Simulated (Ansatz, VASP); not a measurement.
Two plane-wave programs on InAs

Contents of INCAR:

```
SYSTEM = InAs
ALGO     = Normal         ! electronic algorithm
EDIFF    = 1E-6           ! SCF threshold, eV
ENCUT    = 520            ! plane-wave cutoff, eV
ISIF     = 2              ! what is computed and relaxed
ISMEAR   = 0              ! smearing method
LASPH    = .TRUE.         ! aspherical terms in the spheres
LCHARG   = .FALSE.        ! write CHGCAR
LREAL    = .FALSE.        ! projectors in reciprocal space
LWAVE    = .FALSE.        ! write WAVECAR
NBANDS   = 16             ! bands
NELM     = 100            ! most SCF steps
PREC     = Accurate       ! precision mode
SIGMA    = 0.15           ! smearing width, eV
```

KPOINTS

```
k-points
0
G
  14 14 14
  0 0 0
```

Contents of POSCAR:

```
InAs
1.0
    0.0000000000      2.6471196800      2.8773040000
    2.6471196800      0.0000000000      2.8773040000
    2.6471196800      2.6471196800      0.0000000000
In As
1 1
Direct
    0.5000000000      0.5000000000      0.5000000000
    0.0000000000      0.0000000000      0.0000000000
```

Input for Ansatz:

```yaml
crystal:
  lattice:
    - [0.0, 2.64711968, 2.877304]
    - [2.64711968, 0.0, 2.877304]
    - [2.64711968, 2.64711968, 0.0]
  atoms:
    - { symbol: In, position: [0.5, 0.5, 0.5] }
    - { symbol: As, position: [0.0, 0.0, 0.0] }
basis:
  ecutwfc: 420
kpoints:
  mp_grid: { grid: [14, 14, 14] }
hamiltonian:
  xc: lda
scf:
  occupations: { method: gaussian, width: 0.15 }
output:
  forces: true
  stress: true
  eigenvalues: true
  write_density: true
  write_potential: true
  elf: true
  volumetric_format: npy
```

Change from the starting cell: strain -0.080 along x and y, +0.000 along z, atoms carried along.

Alike in both runs: task single point; functional LDA; k mesh 14 × 14 × 14; occupations gaussian, width 0.15 eV; no spin polarisation.

|  | VASP | Ansatz |
| --- | --- | --- |
| version | VASP 6.6.1 | Ansatz 0.2.0 |
| potentials or method | VASP PAW LDA potentials, release 64 (In_d, As), cutoff 520 eV | scalar-relativistic, plane waves, PAW |
| valence electrons in the cell | 18 | 28 |

```csv
,VASP,Ansatz,Ansatz less VASP
gap on the k mesh at the Fermi level (eV),none,none,-
pressure (GPa),9.8,9.3,-0.46
"traceless stress, the component that is largest in VASP (GPa)",-8.94,-8.85,+0.087
```

LDA's correlation is that of Perdew and Zunger in VASP and of Perdew and Wang (1992) in Ansatz. A gap of «none» marks a metal or a gap that the smearing closes. VASP's potentials hold 18 valence electrons a cell and Ansatz's 28, so a difference there can come from the potentials and not from the codes.
